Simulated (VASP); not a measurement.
# Li3Si2N3 in VASP: a series of runs

Runs on Li3Si2N3. Level: PBE. Tasks: single point.

Program: VASP 6.6.1. These are calculated values, not measurements. Logs are shortened: lines on timing, memory, paths and dates and some standing lists are left out, and cuts for length are marked.

## Step 1: The cell of the first run

The structure is monoclinic, space group Cc (No. 9). Conventional cell: a = 8.606 Å, b = 5.201 Å, c = 8.240 Å, α = 90.00°, β = 98.96°, γ = 90.00°. Li (site symmetry 1) has 5 N at 2.10 to 3.18 Å and 5 Li at 2.44 to 3.17 Å and 4 Si at 2.60 to 3.03 Å within 3.2 Å. Within 3.6 Å of Li (site symmetry 1) lie 6 N at 2.00 to 3.53 Å and 8 Si at 2.65 to 3.51 Å and 6 Li at 2.80 to 3.42 Å. Within 2.9 Å of Li (site symmetry 1) lie 3 N at 2.00 to 2.32 Å and 3 Li at 2.44 to 2.88 Å and 3 Si at 2.49 to 2.83 Å. Within 2.3 Å of Si (site symmetry 1) lie 3 N at 1.73 to 1.79 Å. Si (site symmetry 1) has 3 N at 1.71 to 1.74 Å within 2.3 Å. N (site symmetry 1) has 2 Si at 1.71 to 1.73 Å and 3 Li at 2.05 to 2.32 Å within 2.4 Å. Within 2.3 Å of N (site symmetry 1) lie 2 Si at 1.73 to 1.76 Å and 3 Li at 2.13 to 2.25 Å. N (site symmetry 1) has 2 Si at 1.74 to 1.79 Å and 3 Li at 2.00 to 2.10 Å within 2.3 Å.

## Step 2: Single point, PBE

Input file INCAR:

```
SYSTEM = Li3Si2N3
PREC = Accurate
ENCUT = 520
EDIFF = 1E-7
ISMEAR = 0
SIGMA = 0.02
LREAL = Auto
LASPH = .TRUE.
NELM = 80
ALGO = Normal
ISIF = 2
LWAVE = .FALSE.
LCHARG = .FALSE.
GGA = PE
NBANDS = 46
```

Input file KPOINTS:

```
regular mesh
0
G
  6 6 4
  0 0 0
```

Input file POSCAR:

```
Li3Si2N3
1.0
    4.3029306122     -2.6004892193     -0.0185064859
    4.3029306122      2.6004892193     -0.0185064859
   -1.2485646506      0.0000000000      8.1452236873
Li Si N
6 4 6
Direct
    0.7221835712      0.9266831105      0.1966762406
    0.3004733604      0.7196574509      0.0380167963
    0.9630459673      0.2564676640      0.2431060195
    0.9266831105      0.7221835712      0.6966762406
    0.7196574509      0.3004733604      0.5380167963
    0.2564676640      0.9630459673      0.7431060195
    0.8814793629      0.4303375979      0.9203204700
    0.5902141951      0.1603789988      0.9053793431
    0.4303375979      0.8814793629      0.4203204700
    0.1603789988      0.5902141951      0.4053793431
    0.2172347531      0.4129389641      0.8790639727
    0.6170350612      0.8128219389      0.9303122712
    0.8138607966      0.1770109925      0.7673395505
    0.8128219389      0.6170350612      0.4303122712
    0.4129389641      0.2172347531      0.3790639727
    0.1770109925      0.8138607966      0.2673395505
```

Potentials or basis: VASP PAW PBE potentials, release 64 (Li_sv, Si, N).

On the command line:

```
cat potpaw_PBE.64/Li_sv/POTCAR potpaw_PBE.64/Si/POTCAR potpaw_PBE.64/N/POTCAR > POTCAR
mpirun -np 1 vasp_std > vasp.out
```

OUTCAR:

```text
SYSTEM = Li3Si2N3
   PREC = Accurate
   ENCUT = 520
   EDIFF = 1E-7
   ISMEAR = 0
   LREAL = Auto
   LASPH = .TRUE.
   NELM = 80
   ISIF = 2
   GGA = PE

 ion  position               nearest neighbor table
   1  0.722  0.927  0.197-  16 2.10  15 2.18   3 2.44   9 2.60  10 2.64   8 2.68
   2  0.300  0.720  0.038-  16 2.00  11 2.05  12 2.17   8 2.65   7 2.83
   3  0.963  0.256  0.243-  16 2.00  14 2.13   1 2.44  10 2.49   9 2.63   7 2.83
   4  0.927  0.722  0.697-  13 2.10  11 2.18   6 2.44   7 2.60   8 2.64  10 2.68
   5  0.720  0.300  0.538-  13 2.00  15 2.05  14 2.17  10 2.65   9 2.83
   6  0.256  0.963  0.743-  13 2.00  12 2.13   4 2.44   8 2.49   7 2.63   9 2.83
   7  0.881  0.430  0.920-  11 1.73  12 1.76  13 1.79   8 2.40   4 2.60   6 2.63   3 2.83   2 2.83

   8  0.590  0.160  0.905-  11 1.71  12 1.73  13 1.74   7 2.40   6 2.49   4 2.64   2 2.65   1 2.68

   9  0.430  0.881  0.420-  15 1.73  14 1.76  16 1.79  10 2.40   1 2.60   3 2.63   6 2.83   5 2.83

  10  0.160  0.590  0.405-  15 1.71  14 1.73  16 1.74   9 2.40   3 2.49   1 2.64   5 2.65   4 2.68

  11  0.217  0.413  0.879-   8 1.71   7 1.73   2 2.05   4 2.18
  12  0.617  0.813  0.930-   8 1.73   7 1.76   6 2.13   2 2.17
  13  0.814  0.177  0.767-   8 1.74   7 1.79   5 2.00   6 2.00   4 2.10
  14  0.813  0.617  0.430-  10 1.73   9 1.76   3 2.13   5 2.17
  15  0.413  0.217  0.379-  10 1.71   9 1.73   5 2.05   1 2.18
  16  0.177  0.814  0.267-  10 1.74   9 1.79   2 2.00   3 2.00   1 2.10

  LATTYP: Found a base centered monoclinic cell.
 ALAT       =     8.6059408186
 B/A-ratio  =     0.6043474558
 C/A-ratio  =     0.9575202976
 COS(beta)  =    -0.1557679669

  Lattice vectors:

 A1 = (   4.3029306122,  -2.6004892193,  -0.0185064859)
 A2 = (   4.3029306122,   2.6004892193,  -0.0185064859)
 A3 = (  -1.2485646506,   0.0000000000,   8.1452236873)

Analysis of symmetry for initial positions (statically):
=====================================================================
 Subroutine PRICEL returns:
 Original cell was already a primitive cell.

 Routine SETGRP: Setting up the symmetry group for a
 base centered monoclinic supercell.

 Subroutine GETGRP returns: Found  2 space group operations
 (whereof  1 operations were pure point group operations)
 out of a pool of  4 trial point group operations.

The static configuration has the point symmetry C_1 .
 The point group associated with its full space group is C_1h.

Analysis of symmetry for dynamics (positions and initial velocities):
=====================================================================
 Subroutine PRICEL returns:
 Original cell was already a primitive cell.

 Routine SETGRP: Setting up the symmetry group for a
 base centered monoclinic supercell.

 Subroutine GETGRP returns: Found  2 space group operations
 (whereof  1 operations were pure point group operations)
 out of a pool of  4 trial point group operations.

The dynamic configuration has the point symmetry C_1 .
 The point group associated with its full space group is C_1h.

 Subroutine INISYM returns: Found  2 space group operations
 (whereof  1 operations are pure point group operations),
 and found     1 'primitive' translations

----------------------------------------------------------------------------------------

                                     Primitive cell

  volume of cell :     182.1654

  direct lattice vectors                    reciprocal lattice vectors
     4.302930612 -2.600489219 -0.018506486     0.116276534 -0.192271514  0.017823792
     4.302930612  2.600489219 -0.018506486     0.116276534  0.192271514  0.017823792
    -1.248564651  0.000000000  8.145223687     0.000528376  0.000000000  0.122852330

  length of vectors
     5.027732941  5.027732941  8.240363014     0.225402429  0.225402429  0.122853467

  position of ions in fractional coordinates (direct lattice)
     0.722183571  0.926683111  0.196676241
     0.300473360  0.719657451  0.038016796
     0.963045967  0.256467664  0.243106019
     0.926683111  0.722183571  0.696676241
     0.719657451  0.300473360  0.538016796
     0.256467664  0.963045967  0.743106019
[... 8 lines left out ...]
     0.412938964  0.217234753  0.379063973
     0.177010993  0.813860797  0.267339550

  ion indices of the primitive-cell ions
   primitive index   ion index
                 1           1
                 2           2
                 3           3
                 4           4
                 5           5
                 6           6
[... 8 lines left out ...]
                15          15
                16          16

----------------------------------------------------------------------------------------

 KPOINTS: regular mesh

Automatic generation of k-mesh.
 Grid dimensions read from file:
 generate k-points for:    6    6    4

 Generating k-lattice:

  Cartesian coordinates                     Fractional coordinates (reciprocal lattice)
     0.019379422 -0.032045252  0.002970632     0.166666667 -0.000000000 -0.000000000
     0.019379422  0.032045252  0.002970632    -0.000000000  0.166666667 -0.000000000
     0.000132094  0.000000000  0.030713083     0.000000000  0.000000000  0.250000000

  Length of vectors
     0.037567071  0.037567071  0.030713367

  Shift w.r.t. Gamma in fractional coordinates (k-lattice)
     0.000000000  0.000000000  0.000000000

 Subroutine IBZKPT returns following result:
 ===========================================

 Found     47 irreducible k-points:

 Following reciprocal coordinates:
            Coordinates               Weight
  0.000000  0.000000  0.000000      1.000000
  0.166667 -0.000000  0.000000      4.000000
  0.333333 -0.000000  0.000000      4.000000
  0.500000  0.000000  0.000000      2.000000
  0.166667  0.166667  0.000000      2.000000
  0.333333  0.166667  0.000000      4.000000
[... 16 lines left out ...]
 -0.333333  0.166667  0.250000      4.000000
 -0.166667  0.166667  0.250000      4.000000
 [... further k-points ...]
   k-points           NKPTS =     47   k-points in BZ     NKDIM =     47   number of bands    NBANDS=     46
   number of dos      NEDOS =    301   number of ions     NIONS =     16
   total plane-waves  NPLWV = 102400
   dimension x,y,z NGX =    40 NGY =   40 NGZ =   64
   dimension x,y,z NGXF=    80 NGYF=   80 NGZF=  128
   ions per type =               6   4   6
   NGX,Y,Z   is equivalent  to a cutoff of  13.23, 13.23, 12.91 a.u.
   NGXF,Y,Z  is equivalent  to a cutoff of  26.45, 26.45, 25.82 a.u.
 SYSTEM =  Li3Si2N3
   PREC   = accura    normal or accurate (medium, high low for compatibility)
   ISTART =      0    job   : 0-new  1-cont  2-samecut
   ICHARG =      2    charge: 1-file 2-atom 10-const
   ISPIN  =      1    spin polarized calculation?
   LNONCOLLINEAR =      F non collinear calculations
   LSORBIT =      F    spin-orbit coupling
   LASPH  =      T    aspherical Exc in radial PAW
   ENCUT  =  520.0 eV  38.22 Ry    6.18 a.u.   9.35  9.35 15.32*2*pi/ulx,y,z
   NELM   =     80;   NELMIN=  2; NELMDL= -5     # of ELM steps
   EDIFF  = 0.1E-06   stopping-criterion for ELM
   LREAL  =      T    real-space projection
   EDIFFG = 0.1E-05   stopping-criterion for IOM
   NSW    =      0    number of steps for IOM
   IBRION =     -1    ionic relax: 0-MD 1-quasi-New 2-CG
   NFREE  =      0    steps in history (QN), initial steepest desc. (CG)
   ISIF   =      2    stress and relaxation
   ISYM   =      2    0-nonsym 1-usesym 2-fastsym
   POTIM  = 0.5000    time-step for ionic-motion
   TEBEG  =    0.0;   TEEND  =   0.0 temperature during run
   PSTRESS=    0.0 pullay stress
   NELECT =      64.0000    total number of electrons
   NUPDOWN=      -1.0000    fix difference up-down
   EMIN   =  10.00;   EMAX   =-10.00  energy-range for DOS
   EFERMI =   0.00;   METHOD = LEGACY
   ISMEAR =     0;   SIGMA  =   0.02  broadening in eV -4-tet -1-fermi 0-gaus
   EFERMI_NEDOS =   21; number of points for ismear=-14 and -15
   IALGO  =     38    algorithm
   IMIX   =      4    mixing-type and parameters
     AMIX     =   0.40;   BMIX     =  1.00
     AMIX_MAG =   1.60;   BMIX_MAG =  1.00
  volume/ion in A,a.u.               =      11.39        76.83
  Fermi-wavevector in a.u.,A,eV,Ry     =   1.155171  2.182956 18.155877  1.334419
  Thomas-Fermi vector in A             =   2.291801
   LORBIT       =      0    0 simple, 1 ext, 2 COOP (PROOUT), +10 PAW based schemes
   GGA     = PE    functional components
   LHFCALC =     F    Hartree Fock is set to
   AEXX    =    0.0000 exact exchange contribution
   IVDW    =     0    specifies the selected vdW correction
   LEPSILON=     F    determine dielectric tensor
   LRPA    =     F    only Hartree local field effects (RPA)
 non-spin polarized calculation
 Gauss-broadening in eV      SIGMA  =   0.02
  energy-cutoff  :      520.00
  volume of cell :      182.17
 maximum number of plane-waves:      4944
 NGX is ok and might be reduce to    40
   NGX = 19   NGY = 19   NGZ = 31

 number of electron      64.0000005 magnetization

 Free energy of the ion-electron system (eV)
  ---------------------------------------------------
  ext. energy  EPLUGINS =         0.00000000
  ---------------------------------------------------
  free energy    TOTEN  =       -93.86074264 eV

  energy without entropy =      -93.86074264  energy(sigma->0) =      -93.86074264

 E-fermi :   4.8926     XC(G=0):  -9.5929

 val. band max:        4.6456322603   @ k =   0.0000   0.0000   0.0000
 cond. band min:       5.8942745790   @ k =  -0.1667  -0.1667   0.2500
 fundamental gap:      1.2486423188
 Fermi energy:         4.8926100034

 k-point     1 :       0.0000    0.0000    0.0000
  band No.  band energies     occupation
      1     -41.2018      2.00000
      2     -41.2016      2.00000
      3     -40.7722      2.00000
      4     -40.7720      2.00000
      5     -40.3096      2.00000
      6     -40.3095      2.00000
[... 36 lines left out ...]
     43      10.8099      0.00000
     44      11.3263      0.00000
[... 1040 lines left out ...]
      4     -40.7721      2.00000
      5     -40.3096      2.00000
      6     -40.3095      2.00000
[... 36 lines left out ...]
     43      11.1857      0.00000
     44      11.4589      0.00000

 [... further k-points ...]

 [bands above 44 left out]

------------------------ aborting loop because EDIFF is reached ----------------------------------------

  FORCE on cell =-STRESS in cart. coord.  units (eV):
  Direction    XX          YY          ZZ          XY          YZ          ZX
  --------------------------------------------------------------------------------------
  -------------------------------------------------------------------------------------
  Total       -0.1557388     -0.1515741     -0.0871804      0.0000000      0.0000000     -0.0003022
  in kB       -1.3697507     -1.3331208     -0.7667673      0.0000000      0.0000000     -0.0026579
  external PRESSURE =      -1.1565463 kB  Pullay stress =       0.0000000 kB

 VOLUME and BASIS-vectors are now :
 -----------------------------------------------------------------------------
  energy-cutoff  :      520.00
  volume of cell :      182.17
      direct lattice vectors                 reciprocal lattice vectors
     4.302930612 -2.600489219 -0.018506486     0.116276534 -0.192271514  0.017823792
     4.302930612  2.600489219 -0.018506486     0.116276534  0.192271514  0.017823792
    -1.248564651  0.000000000  8.145223687     0.000528376  0.000000000  0.122852330

 POSITION                                       TOTAL-FORCE (eV/Angst)
 -----------------------------------------------------------------------------------
      6.84940      0.53180      1.57146        -0.000878      0.004103      0.001217
      4.34209      1.09008      0.29078         0.006754     -0.000293     -0.011519
      4.94395     -1.83745      1.95758         0.005588      0.008930     -0.004372
      6.22511     -0.53180      5.64407        -0.000878     -0.004103      0.001217
      3.71780     -1.09008      4.36339         0.006754      0.000293     -0.011519
      4.31967      1.83745      6.03020         0.005588     -0.008930     -0.004372
[... 8 lines left out ...]
      2.23831     -0.50893      3.07590        -0.007118      0.009888     -0.001524
      3.92986      1.65612      2.15920        -0.004505     -0.003205      0.007888
 -----------------------------------------------------------------------------------
    total drift:                                0.002424     -0.000000      0.005669

  FREE ENERGIE OF THE ION-ELECTRON SYSTEM (eV)
  ---------------------------------------------------
  free  energy   TOTEN  =       -93.8607426423 eV

  energy  without entropy=      -93.8607426423  energy(sigma->0) =      -93.86074264
```

It took 5.9 min on 1 thread of Intel Xeon 6975P-C (Granite Rapids), shared host; peak memory 0.45 GiB.

What came out:

| Property | Result |
| --- | --- |
| Free energy | -93.8607 eV |
| Largest force | 0.022 eV/Å |
| Band gap on the k mesh | 1.25 eV (least direct gap 1.37 eV) |

Forces on the atoms (eV/Å):
```
Li  -0.001  0.004  0.001
Li   0.007  0.000 -0.012
Li   0.006  0.009 -0.004
Li  -0.001 -0.004  0.001
Li   0.007  0.000 -0.012
Li   0.006 -0.009 -0.004
Si  -0.002  0.021 -0.002
Si   0.003  0.000  0.001
Si  -0.002 -0.021 -0.002
Si   0.003  0.000  0.001
N   -0.007 -0.010 -0.002
N   -0.001 -0.011  0.009
N   -0.005  0.003  0.008
N   -0.001  0.011  0.009
N   -0.007  0.010 -0.002
N   -0.005 -0.003  0.008
```

Levels at points of the mesh, in eV from the valence-band top:
| k point | band 30 | band 31 | band 32 | band 33 | band 34 | band 35 |
| --- | --- | --- | --- | --- | --- | --- |
| (0.00, 0.00, 0.00) | -2.10 | -1.38 | 0.00 | 1.61 | 1.63 | 3.23 |
| (0.50, 0.00, 0.00) | -1.66 | -0.87 | -0.56 | 1.83 | 2.03 | 3.42 |
| (0.50, 0.50, 0.00) | -1.32 | -1.20 | -0.64 | 1.76 | 2.31 | 2.87 |
| (0.00, 0.00, 0.50) | -2.08 | -0.62 | -0.62 | 1.59 | 1.59 | 3.30 |
| (0.50, 0.00, 0.50) | -1.64 | -0.77 | -0.53 | 1.83 | 2.10 | 3.63 |
| (0.50, 0.50, 0.50) | -1.36 | -0.97 | -0.97 | 2.11 | 2.11 | 3.18 |

Caveat: the cutoff is under 1.25 times the usual one of these potentials, so pressure, stress and relaxed cells hold a basis-set (Pulay) error.

## Step 3: Single point, PBE

Input file INCAR:

```
SYSTEM = Li3Si2N3
PREC = Accurate
ENCUT = 520
EDIFF = 1E-7
ISMEAR = 0
SIGMA = 0.1
LREAL = Auto
LASPH = .TRUE.
NELM = 100
ALGO = Normal
ISIF = 2
LWAVE = .FALSE.
LCHARG = .TRUE.
GGA = PE
LELF = .TRUE.
LVHAR = .TRUE.
NBANDS = 46
```

Input file KPOINTS:

```
regular mesh
0
G
  4 4 2
  0 0 0
```

Input file POSCAR:

```
Li3Si2N3
1.0
    4.2873400696     -2.6028622313      0.3122872744
   -4.2867625638     -2.6045017756     -0.3124803761
   -0.6166889751      0.0015200791     -8.2167316599
Li Si N
6 4 6
Direct
    0.2768481541      0.9259820943      0.8031665478
    0.6987507828      0.7182897857      0.9620909932
    1.0366093503      0.2558288553      0.7569434026
    0.0728513548      0.7234707783      0.3031088069
    0.2822246678      0.3016323933      0.4618665097
    0.7439790495     -0.0347784923      0.2569510577
    0.1194145681      0.4302885584      0.0797491718
    0.4104502180      0.1603173463      0.0945375242
    0.5699784711      0.8802830979      0.5797096698
    0.8398549121      0.5889181355      0.5948978775
    0.7829714112      0.4130338354      0.1206716714
    0.3835436527      0.8123119540      0.0699701388
    0.1862102504      0.1784335074      0.2326558863
    0.1878355248      0.6160334831      0.5701694818
    0.5868485312      0.2165598759      0.6207009315
    0.8216291006      0.8133947913      0.7328103290
```

Potentials or basis: VASP PAW PBE potentials, release 64 (Li_sv, Si, N).

On the command line:

```
cat potpaw_PBE.64/Li_sv/POTCAR potpaw_PBE.64/Si/POTCAR potpaw_PBE.64/N/POTCAR > POTCAR
mpirun -np 1 vasp_std > vasp.out
```

Wall time 13 min (1 thread of Oxide Virtual Turin-like, shared host); peak memory 0.32 GiB.

It converged, with:

* Free energy: -93.8580 eV
* Largest force: 0.024 eV/Å
* Band gap on the k mesh: 1.24 eV (least direct gap 1.45 eV)

Forces in eV/Å, atoms in the order of the input:
```
Li   0.000 -0.001  0.003
Li  -0.006  0.002 -0.010
Li  -0.007 -0.010  0.001
Li   0.001  0.001  0.002
Li  -0.006 -0.002 -0.010
Li  -0.003  0.011 -0.001
Si  -0.004 -0.015 -0.012
Si   0.012 -0.007 -0.005
Si  -0.005  0.017 -0.016
Si   0.012  0.008 -0.006
N    0.008  0.015  0.010
N   -0.010  0.010  0.005
N    0.005  0.005  0.009
N   -0.011 -0.011  0.006
N    0.007 -0.017  0.012
N    0.006 -0.006  0.012
```

Levels at points of the mesh, in eV from the valence-band top:
```csv
k point,band 29,band 30,band 31,band 32,band 33,band 34,band 35,band 36
"(0.00, 0.00, 0.00)",-2.11,-2.10,-1.38,0.00,1.62,1.63,3.23,3.82
"(0.50, 0.00, 0.00)",-2.09,-1.66,-0.87,-0.56,1.83,2.05,3.41,3.87
"(0.00, 0.50, 0.00)",-2.09,-1.66,-0.87,-0.56,1.83,2.05,3.41,3.87
"(0.50, 0.50, 0.00)",-1.40,-1.31,-1.21,-0.64,1.76,2.32,2.88,3.14
"(0.00, 0.00, 0.50)",-2.08,-2.08,-0.62,-0.62,1.60,1.60,3.30,3.30
"(0.50, 0.00, 0.50)",-2.07,-1.63,-0.76,-0.53,1.84,2.11,3.63,4.09
"(0.00, 0.50, 0.50)",-2.07,-1.63,-0.76,-0.53,1.84,2.11,3.63,4.09
"(0.50, 0.50, 0.50)",-1.35,-1.35,-0.97,-0.97,2.11,2.11,3.18,3.19
```

Caveat: the cutoff is under 1.25 times the usual one of these potentials, so pressure, stress and relaxed cells hold a basis-set (Pulay) error. A k mesh can miss the band edges.
